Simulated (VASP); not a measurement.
# Nb (Im-3m) in VASP: further runs

Runs on Nb. Level: LDA. Tasks: single point.

All numbers are computed with VASP 6.6.1; they aren't measurements. Logs are shortened: lines on timing, memory, paths and dates and some standing lists are left out, and cuts for length are marked.

## 1. The cell of the first run

The structure is cubic, space group Im-3m (No. 229). The conventional cell has a = 3.246 Å, b = 3.246 Å, c = 3.246 Å, α = 90.00°, β = 90.00°, γ = 90.00°. Nb (site symmetry m-3m) has 14 Nb at 2.81 to 3.25 Å within 3.7 Å.

## 2. Single point, LDA

File INCAR:

```
SYSTEM = Nb
PREC = Accurate
ENCUT = 520
EDIFF = 1E-6
ISMEAR = 1
SIGMA = 0.2
LREAL = .False.
LASPH = .True.
NELM = 80
ALGO = Normal
ISIF = 2
LWAVE = .False.
LCHARG = .True.
GGA = CA
LELF = .True.
LVHAR = .True.
NBANDS = 12
```

File KPOINTS:

```
regular mesh
0
Gamma
  14 14 14
  0 0 0
```

File POSCAR:

```
Nb
1.0
   -1.6231103068      1.6231103068      1.6231103068
    1.6231103068     -1.6231103068      1.6231103068
    1.6231103068      1.6231103068     -1.6231103068
Nb
1
Direct
    0.0000000000      0.0000000000      0.0000000000
```

Potentials or basis: VASP PAW LDA potentials, release 64 (Nb_sv).

Started as:

```
> cat potpaw_LDA.64/Nb_sv/POTCAR > POTCAR
> mpirun -np 1 vasp_std > vasp.out
```

OUTCAR:

```text
SYSTEM = Nb
   PREC = Accurate
   ENCUT = 520
   EDIFF = 1E-6
   ISMEAR = 1
   LREAL = .False.
   LASPH = .True.
   NELM = 80
   ISIF = 2
   GGA = CA

 ion  position               nearest neighbor table
   1  0.000  0.000  0.000-

  LATTYP: Found a body centered cubic cell.
 ALAT       =     3.2462206136

  Lattice vectors:

 A1 = (  -1.6231103068,   1.6231103068,   1.6231103068)
 A2 = (   1.6231103068,  -1.6231103068,   1.6231103068)
 A3 = (   1.6231103068,   1.6231103068,  -1.6231103068)

Analysis of symmetry for initial positions (statically):
=====================================================================
 Subroutine PRICEL returns:
 Original cell was already a primitive cell.

 Routine SETGRP: Setting up the symmetry group for a
 body centered cubic supercell.

 Subroutine GETGRP returns: Found 48 space group operations
 (whereof 48 operations were pure point group operations)
 out of a pool of 48 trial point group operations.

The static configuration has the point symmetry O_h .

Analysis of symmetry for dynamics (positions and initial velocities):
=====================================================================
 Subroutine PRICEL returns:
 Original cell was already a primitive cell.

 Routine SETGRP: Setting up the symmetry group for a
 body centered cubic supercell.

 Subroutine GETGRP returns: Found 48 space group operations
 (whereof 48 operations were pure point group operations)
 out of a pool of 48 trial point group operations.

The dynamic configuration has the point symmetry O_h .

 Subroutine INISYM returns: Found 48 space group operations
 (whereof 48 operations are pure point group operations),
 and found     1 'primitive' translations

----------------------------------------------------------------------------------------

                                     Primitive cell

  volume of cell :      17.1043

  direct lattice vectors                    reciprocal lattice vectors
    -1.623110307  1.623110307  1.623110307     0.000000000  0.308050536  0.308050536
     1.623110307 -1.623110307  1.623110307     0.308050536  0.000000000  0.308050536
     1.623110307  1.623110307 -1.623110307     0.308050536  0.308050536  0.000000000

  length of vectors
     2.811309518  2.811309518  2.811309518     0.435649246  0.435649246  0.435649246

  position of ions in fractional coordinates (direct lattice)
     0.000000000  0.000000000  0.000000000

  ion indices of the primitive-cell ions
   primitive index   ion index
                 1           1

----------------------------------------------------------------------------------------

 KPOINTS: regular mesh

Automatic generation of k-mesh.
 Grid dimensions read from file:
 generate k-points for:   14   14   14

 Generating k-lattice:

  Cartesian coordinates                     Fractional coordinates (reciprocal lattice)
     0.000000000  0.022003610  0.022003610     0.071428571  0.000000000  0.000000000
     0.022003610  0.000000000  0.022003610     0.000000000  0.071428571  0.000000000
     0.022003610  0.022003610  0.000000000     0.000000000  0.000000000  0.071428571

  Length of vectors
     0.031117803  0.031117803  0.031117803

  Shift w.r.t. Gamma in fractional coordinates (k-lattice)
     0.000000000  0.000000000  0.000000000

 Subroutine IBZKPT returns following result:
 ===========================================

 Found    104 irreducible k-points:

 Following reciprocal coordinates:
            Coordinates               Weight
  0.000000  0.000000  0.000000      1.000000
  0.071429  0.000000  0.000000     12.000000
  0.142857  0.000000  0.000000     12.000000
  0.214286  0.000000  0.000000     12.000000
  0.285714  0.000000  0.000000     12.000000
  0.357143  0.000000  0.000000     12.000000
[... 16 lines left out ...]
  0.285714  0.285714  0.000000     24.000000
  0.357143  0.285714  0.000000     24.000000
 [... further k-points ...]
   k-points           NKPTS =    104   k-points in BZ     NKDIM =    104   number of bands    NBANDS=     12
   number of dos      NEDOS =    301   number of ions     NIONS =      1
   total plane-waves  NPLWV =  13824
   dimension x,y,z NGX =    24 NGY =   24 NGZ =   24
   dimension x,y,z NGXF=    48 NGYF=   48 NGZF=   48
   ions per type =               1
   NGX,Y,Z   is equivalent  to a cutoff of  14.19, 14.19, 14.19 a.u.
   NGXF,Y,Z  is equivalent  to a cutoff of  28.38, 28.38, 28.38 a.u.
 SYSTEM =  Nb
   PREC   = accura    normal or accurate (medium, high low for compatibility)
   ISTART =      0    job   : 0-new  1-cont  2-samecut
   ICHARG =      2    charge: 1-file 2-atom 10-const
   ISPIN  =      1    spin polarized calculation?
   LNONCOLLINEAR =      F non collinear calculations
   LSORBIT =      F    spin-orbit coupling
   LASPH  =      T    aspherical Exc in radial PAW
   ENCUT  =  520.0 eV  38.22 Ry    6.18 a.u.   5.23  5.23  5.23*2*pi/ulx,y,z
   NELM   =     80;   NELMIN=  2; NELMDL= -5     # of ELM steps
   EDIFF  = 0.1E-05   stopping-criterion for ELM
   LREAL  =      F    real-space projection
   EDIFFG = 0.1E-04   stopping-criterion for IOM
   NSW    =      0    number of steps for IOM
   IBRION =     -1    ionic relax: 0-MD 1-quasi-New 2-CG
   NFREE  =      0    steps in history (QN), initial steepest desc. (CG)
   ISIF   =      2    stress and relaxation
   ISYM   =      2    0-nonsym 1-usesym 2-fastsym
   POTIM  = 0.5000    time-step for ionic-motion
   TEBEG  =    0.0;   TEEND  =   0.0 temperature during run
   PSTRESS=    0.0 pullay stress
   NELECT =      13.0000    total number of electrons
   NUPDOWN=      -1.0000    fix difference up-down
   EMIN   =  10.00;   EMAX   =-10.00  energy-range for DOS
   EFERMI =   0.00;   METHOD = LEGACY
   ISMEAR =     1;   SIGMA  =   0.20  broadening in eV -4-tet -1-fermi 0-gaus
   EFERMI_NEDOS =   21; number of points for ismear=-14 and -15
   IALGO  =     38    algorithm
   IMIX   =      4    mixing-type and parameters
     AMIX     =   0.40;   BMIX     =  1.00
     AMIX_MAG =   1.60;   BMIX_MAG =  1.00
  volume/ion in A,a.u.               =      17.10       115.43
  Fermi-wavevector in a.u.,A,eV,Ry     =   1.494014  2.823277 30.369251  2.232077
  Thomas-Fermi vector in A             =   2.606341
   LORBIT       =      0    0 simple, 1 ext, 2 COOP (PROOUT), +10 PAW based schemes
   GGA     = CA    functional components
   LHFCALC =     F    Hartree Fock is set to
   AEXX    =    0.0000 exact exchange contribution
   IVDW    =     0    specifies the selected vdW correction
   LEPSILON=     F    determine dielectric tensor
   LRPA    =     F    only Hartree local field effects (RPA)
 non-spin polarized calculation
 Methfessel and Paxton  Order N= 1 SIGMA  =   0.20
  energy-cutoff  :      520.00
  volume of cell :       17.10
 maximum number of plane-waves:       474
 NGX is ok and might be reduce to    24
   NGX = 11   NGY = 11   NGZ = 11

 number of electron      13.0000001 magnetization

 Free energy of the ion-electron system (eV)
  ---------------------------------------------------
  ext. energy  EPLUGINS =         0.00000000
  ---------------------------------------------------
  free energy    TOTEN  =       -11.25066275 eV

  energy without entropy =      -11.25008731  energy(sigma->0) =      -11.25047093

 E-fermi :  11.7541     XC(G=0): -12.9828

 val. band max:       11.7390566949   @ k =  -0.2857   0.4286   0.1429
 cond. band min:      11.7621754993   @ k =  -0.2857   0.3571   0.1429
 fundamental gap:      0.0231188044
 Fermi energy:        11.7541001994

 k-point     1 :       0.0000    0.0000    0.0000
  band No.  band energies     occupation
      1     -42.2771      2.00000
      2     -17.6034      2.00000
      3     -17.6034      2.00000
      4     -17.6034      2.00000
      5       5.7222      2.00000
      6      12.0529     -0.05583
      7      12.0529     -0.05583
      8      12.0529     -0.05583
      9      15.1322     -0.00000
     10      15.1322     -0.00000
     11      26.1088      0.00000
     12      26.1088      0.00000

 k-point     2 :       0.0714    0.0000    0.0000
  band No.  band energies     occupation
      1     -42.2622      2.00000
      2     -17.6905      2.00000
      3     -17.6295      2.00000
      4     -17.6043      2.00000
      5       5.9465      2.00000
      6      11.9133      0.02184
      7      12.0191     -0.06822
      8      12.2696     -0.00163
      9      14.9177     -0.00000
     10      15.1319     -0.00000
     11      26.2975      0.00000
     12      26.4967      0.00000

 k-point     3 :       0.1429    0.0000    0.0000
  band No.  band energies     occupation
      1     -42.2203      2.00000
      2     -17.9299      2.00000
      3     -17.7020      2.00000
      4     -17.6066      2.00000
      5       6.5618      2.00000
      6      11.5479      2.05611
      7      11.8642      0.20680
      8      12.9058     -0.00000
      9      14.5658     -0.00000
     10      15.1495     -0.00000
     11      26.6964      0.00000
     12      27.5982      0.00000

 k-point     4 :       0.2143    0.0000    0.0000
  band No.  band energies     occupation
      1     -42.1590      2.00000
      2     -18.2647      2.00000
      3     -17.8051      2.00000
      4     -17.6102      2.00000
      5       7.3646      2.00000
      6      11.0738      2.00002
      7      11.6301      1.85766
      8      13.9198     -0.00000
      9      14.4990     -0.00000
     10      15.2246     -0.00000
     11      26.7234      0.00000
     12      28.5537      0.00000

 k-point     5 :       0.2857    0.0000    0.0000
  band No.  band energies     occupation
      1     -42.0902      2.00000
      2     -18.6227      2.00000
      3     -17.9172      2.00000
      4     -17.6142      2.00000
      5       7.9388      2.00000
      6      10.6049      2.00000
      7      11.7753      0.82182
      8      14.7362     -0.00000
      9      15.2316     -0.00000
     10      15.3835     -0.00000
     11      25.9078      0.00000
     12      27.7962      0.00000
[... 228 lines left out ...]
      1     -41.9682      2.00000
      2     -18.9479      2.00000
      3     -18.2723      2.00000
      4     -17.7695      2.00000
      5       9.0386      2.00000
      6      10.2339      2.00000
      7      11.5902      1.98984
      8      14.7953     -0.00000
      9      16.0584      0.00000
     10      19.5428      0.00000
     11      24.3076      0.00000
     12      26.2588      0.00000

 k-point    22 :       0.3571    0.2143   -0.0000
  band No.  band energies     occupation
      1     -41.9443      2.00000
      2     -18.9940      2.00000
      3     -18.3761      2.00000
      4     -17.7790      2.00000
      5       8.9470      2.00000
      6      10.2213      2.00000
      7      11.9422     -0.03562
      8      15.0365     -0.00000
      9      16.2033      0.00000
     10      20.8396      0.00000
     11      23.2639      0.00000
     12      25.2899      0.00000

 k-point    23 :       0.2857    0.2857    0.0000
  band No.  band energies     occupation
      1     -41.9409      2.00000
      2     -18.9055      2.00000
      3     -18.4772      2.00000
      4     -17.7973      2.00000
      5       9.2804      2.00000
      6      10.3569      2.00000
      7      11.4075      2.03425
      8      15.1449     -0.00000
      9      16.0041      0.00000
     10      21.3272      0.00000
     11      23.1144      0.00000
     12      25.2936      0.00000

 k-point    24 :       0.3571    0.2857    0.0000
  band No.  band energies     occupation
      1     -41.9310      2.00000
      2     -18.8452      2.00000
      3     -18.5975      2.00000
      4     -17.8055      2.00000
      5       9.3224      2.00000
      6      10.5296      2.00000
      7      11.2503      2.00213
      8      15.3979     -0.00000
      9      15.9316      0.00000
     10      22.5018      0.00000
     11      22.5129      0.00000
     12      24.3612      0.00000

 [... further k-points ...]
[... 5 lines left out ...]
  --------------------------------------------------------------------------------------
  -------------------------------------------------------------------------------------
  Total        0.0011104      0.0011104      0.0011104      0.0000000      0.0000000      0.0000000
  in kB        0.1040120      0.1040120      0.1040120      0.0000000      0.0000000      0.0000000
  external PRESSURE =       0.1040120 kB  Pullay stress =       0.0000000 kB

 VOLUME and BASIS-vectors are now :
 -----------------------------------------------------------------------------
  energy-cutoff  :      520.00
  volume of cell :       17.10
      direct lattice vectors                 reciprocal lattice vectors
    -1.623110307  1.623110307  1.623110307     0.000000000  0.308050536  0.308050536
     1.623110307 -1.623110307  1.623110307     0.308050536  0.000000000  0.308050536
     1.623110307  1.623110307 -1.623110307     0.308050536  0.308050536  0.000000000

 POSITION                                       TOTAL-FORCE (eV/Angst)
 -----------------------------------------------------------------------------------
      0.00000      0.00000      0.00000         0.000000     -0.000000      0.000000
 -----------------------------------------------------------------------------------
    total drift:                                0.000000      0.000000     -0.000000

  FREE ENERGIE OF THE ION-ELECTRON SYSTEM (eV)
  ---------------------------------------------------
  free  energy   TOTEN  =       -11.2506627452 eV

  energy  without entropy=      -11.2500873142  energy(sigma->0) =      -11.25047093
```

Run time: 12 s. Hardware: 1 thread of Intel Xeon 6975P-C (Granite Rapids), shared host; peak memory 0.13 GiB.

Results:

| Quantity | Value |
| --- | --- |
| Free energy | -11.2507 eV |
| Pressure | 0.0 GPa |

(Part 1 of 2 ends here.)
